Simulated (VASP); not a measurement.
# Ti3S2 (R32) in VASP: further runs, part 2 of 2

VASP 6.6.1. The steps go on from the part before.

## 5. Single point, PBEsol+U

This run uses another cell than the first one, of 16.51 Å³/atom.

File INCAR:

```
SYSTEM = Ti3S2
PREC     = Accurate       ! precision mode
ENCUT    = 520            ! plane-wave cutoff, eV
EDIFF    = 1E-6           ! SCF threshold, eV
ISMEAR   = -1             ! smearing method
SIGMA    = 0.05           ! smearing width, eV
LREAL    = .FALSE.        ! projectors in reciprocal space
LASPH    = .TRUE.         ! aspherical terms in the spheres
NELM     = 150            ! most SCF steps
ALGO     = Normal         ! electronic algorithm
ISIF     = 2              ! what is computed and relaxed
LWAVE    = .FALSE.        ! write WAVECAR
LCHARG   = .FALSE.        ! write CHGCAR
LMAXMIX  = 4              ! l up to which the mixer works
LDAU     = .TRUE.         ! DFT+U
LDAUTYPE = 2            
LDAUL    = 2 -1           ! shell
LDAUU    = 2 0            ! U, eV
LDAUJ    = 0 0          
LDAUPRINT= 1            
GGA      = PS             ! functional
NBANDS   = 32             ! bands
```

File KPOINTS:

```
Automatic mesh
0
G
  6 6 6
  0 0 0
```

File POSCAR:

```
Ti3S2
1.0
    2.7131139241      1.5664170544      3.2376184047
   -2.7131139241      1.5664170544      3.2376184047
    0.0000000000     -3.1328341088      3.2376184047
Ti S
3 2
Direct
    0.0000000000      0.3356550000      0.6643450000
    0.6643450000      0.0000000000      0.3356550000
    0.3356550000      0.6643450000      0.0000000000
    0.1678390000      0.1678390000      0.1678390000
    0.8321610000      0.8321610000      0.8321610000
```

Run with:

```console
$ cat potpaw_PBE.64/Ti_sv/POTCAR potpaw_PBE.64/S/POTCAR > POTCAR
$ mpirun -np 1 vasp_std > vasp.out
```

It took 2.5 min on 1 thread of AMD EPYC 7R13, shared host; peak memory 0.21 GiB.

The run converged. Its results:

```yaml
Free_energy: -34.3757 eV
Pressure: -1.3 GPa
Largest_force: 0.023 eV/Å
Band_gap_on_the_k_mesh: zero (bands 24 and 25 overlap by 0.26 eV)
```

Forces in eV/Å, atoms in the order of the input:
```
Ti  -0.012  0.020  0.000
Ti  -0.012 -0.020  0.000
Ti   0.023  0.000  0.000
S    0.000  0.000  0.004
S    0.000  0.000 -0.004
```

Stress tensor (GPa, compression positive):
```
-1.40  0.00  0.00
 0.00 -1.40  0.00
 0.00  0.00 -1.24
```

Levels at points of the mesh, in eV from the Fermi level:
```tsv
k point	band 20	band 21	band 22	band 23	band 24	band 25	band 26	band 27	band 28	band 29
(0.00, 0.00, 0.00)	-4.00	-2.23	-1.41	-0.04	-0.04	0.62	0.62	1.93	1.95	1.95
(0.50, 0.00, 0.00)	-3.34	-0.96	-0.95	-0.68	-0.45	-0.16	0.94	1.40	1.47	1.88
(0.50, 0.50, 0.00)	-3.44	-1.46	-1.04	-0.74	-0.22	0.15	0.74	1.49	1.59	1.61
(0.50, 0.50, 0.50)	-4.20	-0.88	-0.16	-0.16	-0.04	0.36	0.36	0.96	0.96	1.92
```

Eigenvalues of the final occupation matrices:
```tsv
site	spin	trace	eigenvalues
site 1 d	1	0.96	0.13 0.15 0.21 0.22 0.25
site 1 d	2	0.96	0.13 0.15 0.21 0.22 0.25
site 2 d	1	0.96	0.13 0.15 0.21 0.22 0.25
site 2 d	2	0.96	0.13 0.15 0.21 0.22 0.25
site 3 d	1	0.96	0.13 0.15 0.21 0.22 0.25
site 3 d	2	0.96	0.13 0.15 0.21 0.22 0.25
```

Caveat: the PAW data sets were made with another functional, which shifts forces and pressure a little; U without spin polarisation on a metal has little footing.

## 6. Single point, PBEsol+U

This run uses another cell than the first one, of 16.51 Å³/atom.

File INCAR:

```
SYSTEM = Ti3S2
  PREC = Accurate
  ENCUT = 520
  EDIFF = 1E-7
  ISMEAR = -1
  SIGMA = 0.05
  LREAL = .FALSE.
  LASPH = .TRUE.
  NELM = 150
  ALGO = Normal
  ISIF = 2
  LWAVE = .FALSE.
  LCHARG = .FALSE.
  LMAXMIX = 4
  LDAU = .TRUE.
  LDAUTYPE = 2
  LDAUL = 2 -1
  LDAUU = 4 0
  LDAUJ = 0 0
  LDAUPRINT = 1
  GGA = PS
  NBANDS = 32
```

KPOINTS is that of step 5.

POSCAR is that of step 5.

Potentials or basis: VASP PAW PBE potentials, release 64 (Ti_sv, S).

Run with:

```console
$ cat potpaw_PBE.64/Ti_sv/POTCAR potpaw_PBE.64/S/POTCAR > POTCAR
$ mpirun -np 1 vasp_std > vasp.out
```

OUTCAR:

```text
SYSTEM = Ti3S2
   PREC = Accurate
   ENCUT = 520
   EDIFF = 1E-7
   ISMEAR = -1
   LREAL = .FALSE.
   LASPH = .TRUE.
   NELM = 150
   ISIF = 2
   GGA = PS

 ion  position               nearest neighbor table
   1  0.000  0.336  0.664-   4 2.42   5 2.42   4 2.44   5 2.44
   2  0.664  0.000  0.336-   5 2.42   4 2.42   5 2.44   4 2.44
   3  0.336  0.664  0.000-   4 2.42   5 2.42   4 2.44   5 2.44
   4  0.168  0.168  0.168-   3 2.42   1 2.42   2 2.42   1 2.44   2 2.44   3 2.44
   5  0.832  0.832  0.832-   3 2.42   2 2.42   1 2.42   2 2.44   1 2.44   3 2.44

  LATTYP: Found a trigonal (rhomboedric) cell.
 ALAT       =     4.5051994948
 COS(alpha) =     0.2746660548

  Lattice vectors:

 A1 = (   2.7131139241,   1.5664170544,   3.2376184047)
 A2 = (  -2.7131139241,   1.5664170544,   3.2376184047)
 A3 = (   0.0000000000,  -3.1328341088,   3.2376184047)

Analysis of symmetry for initial positions (statically):
=====================================================================
 Subroutine PRICEL returns:
 Original cell was already a primitive cell.

[... 279 lines left out ...]

 val. band max:        8.8181822733   @ k =   0.3333  -0.0000   0.0000
 cond. band min:       8.9099535491   @ k =   0.5000   0.1667   0.1667
 fundamental gap:      0.0917712758
 Fermi energy:         8.8250992729

 k-point     1 :       0.0000    0.0000    0.0000
  band No.  band energies     occupation
      1     -49.0538      2.00000
      2     -49.0060      2.00000
      3     -49.0060      2.00000
      4     -25.4739      2.00000
      5     -25.4739      2.00000
      6     -25.4251      2.00000
[... 829 lines left out ...]
     31      11.2680      0.00000
     32      11.5565      0.00000

 [... further k-points ...]

------------------------ aborting loop because EDIFF is reached ----------------------------------------

  FORCE on cell =-STRESS in cart. coord.  units (eV):
  Direction    XX          YY          ZZ          XY          YZ          ZX
  --------------------------------------------------------------------------------------
  -------------------------------------------------------------------------------------
  Total        0.7493256      0.7493256      1.2390809      0.0000000      0.0000000      0.0000000
  in kB       14.5421559     14.5421559     24.0468344      0.0000000      0.0000000      0.0000000
  external PRESSURE =      17.7103821 kB  Pullay stress =       0.0000000 kB

 VOLUME and BASIS-vectors are now :
 -----------------------------------------------------------------------------
  energy-cutoff  :      520.00
  volume of cell :       82.56
      direct lattice vectors                 reciprocal lattice vectors
     2.713113924  1.566417054  3.237618405     0.184290087  0.106399931  0.102956338
    -2.713113924  1.566417054  3.237618405    -0.184290087  0.106399931  0.102956338
     0.000000000 -3.132834109  3.237618405     0.000000000 -0.212799862  0.102956338

 POSITION                                       TOTAL-FORCE (eV/Angst)
 -----------------------------------------------------------------------------------
     -0.91067     -1.55551      3.23762        -0.047594      0.082435      0.000000
      1.80244     -0.01091      3.23762        -0.047594     -0.082435      0.000000
     -0.89177      1.56642      3.23762         0.095187     -0.000000     -0.000000
      0.00000      0.00000      1.63020         0.000000     -0.000000     -0.012660
      0.00000      0.00000      8.08266         0.000000     -0.000000      0.012660
 -----------------------------------------------------------------------------------
    total drift:                                0.000000      0.000000     -0.000000

  FREE ENERGIE OF THE ION-ELECTRON SYSTEM (eV)
  ---------------------------------------------------
  free  energy   TOTEN  =       -29.8553591294 eV

  energy  without entropy=      -29.8422112322  energy(sigma->0) =      -29.84878518
```

stdout:

```text
POSCAR found type information on POSCAR TiS
 POSCAR found :  2 types and       5 ions
 scaLAPACK will be used
 -----------------------------------------------------------------------------
|                                                                             |
|                                                                             |
|     You enforced a specific xc type in the INCAR file but a different       |
|     I HOPE YOU KNOW WHAT YOU ARE DOING!                                     |
|                                                                             |
 -----------------------------------------------------------------------------

 LDA part: xc-table for (Slater+PW92), standard interpolation
 POSCAR, INCAR and KPOINTS ok, starting setup
 FFT: planning ... GRIDC
 FFT: planning ... GRID_SOFT
 FFT: planning ... GRID
 WAVECAR not read
 entering main loop
```

It took 3.1 min on 1 thread of AMD EPYC 7R13, shared host; peak memory 0.21 GiB.

What came out:

| Property | Result |
| --- | --- |
| Free energy | -29.8554 eV |
| Pressure | 1.8 GPa |
| Largest force | 0.095 eV/Å |
| Band gap on the k mesh | zero (bands 24 and 25 overlap by 0.28 eV) |

Forces in eV/Å, atoms in the order of the input:
```
Ti  -0.048  0.082  0.000
Ti  -0.048 -0.082  0.000
Ti   0.095  0.000  0.000
S    0.000  0.000 -0.013
S    0.000  0.000  0.013
```

Levels at points of the mesh, in eV from the Fermi level:
```
           k point  band 22  band 23  band 24  band 25  band 26  band 27
(0.00, 0.00, 0.00)    -1.41    -0.08    -0.08     0.68     0.68     1.92
(0.50, 0.00, 0.00)    -1.00    -0.68    -0.49    -0.15     1.06     1.53
(0.50, 0.50, 0.00)    -1.04    -0.79    -0.25     0.19     0.82     1.57
(0.50, 0.50, 0.50)    -0.15    -0.15    -0.04     0.41     0.41     1.12
```

Eigenvalues of the final occupation matrices:
| site | spin | trace | eigenvalues |
| --- | --- | --- | --- |
| site 1 d | 1 | 0.92 | 0.12 0.14 0.20 0.22 0.25 |
| site 1 d | 2 | 0.92 | 0.12 0.14 0.20 0.22 0.25 |
| site 2 d | 1 | 0.92 | 0.12 0.14 0.20 0.22 0.25 |
| site 2 d | 2 | 0.92 | 0.12 0.14 0.20 0.22 0.25 |
| site 3 d | 1 | 0.92 | 0.12 0.14 0.20 0.22 0.25 |
| site 3 d | 2 | 0.92 | 0.12 0.14 0.20 0.22 0.25 |

Caveat: the PAW data sets were made with another functional, which shifts forces and pressure a little; U without spin polarisation on a metal has little footing.

## 7. Overview

| level | U | cell | gap on the mesh (eV) | pressure (GPa) | largest force (eV/Å) |
| --- | --- | --- | --- | --- | --- |
| PBEsol | - | a = 4.419 Å, angles 72.2°, 5 atoms | none | 6.8 | 0.23 |
| PBEsol | - | a = 4.462 Å, angles 73.2°, 5 atoms | none | 0.7 | 0.09 |
| PBEsol+U | Ti d U = 1.0 eV | a = 4.505 Å, angles 74.1°, 5 atoms | none | -2.8 | 0.02 |
| PBEsol+U | Ti d U = 2.0 eV | a = 4.505 Å, angles 74.1°, 5 atoms | none | -1.3 | 0.02 |
| PBEsol+U | Ti d U = 4.0 eV | a = 4.505 Å, angles 74.1°, 5 atoms | none | 1.8 | 0.10 |

Alike in all rows: task single point; potentials or basis VASP PAW PBE potentials, release 64 (Ti_sv, S); no spin polarisation; k mesh 6 × 6 × 6; cutoff (eV) 520; smearing fermi-dirac 0.05 eV.

Caveats: the PAW data sets were made with another functional, which shifts forces and pressure a little; U without spin polarisation on a metal has little footing (at least some runs); the cell stands under pressure (at least some runs).

Absolute energies hang on the potentials; compare differences alone.
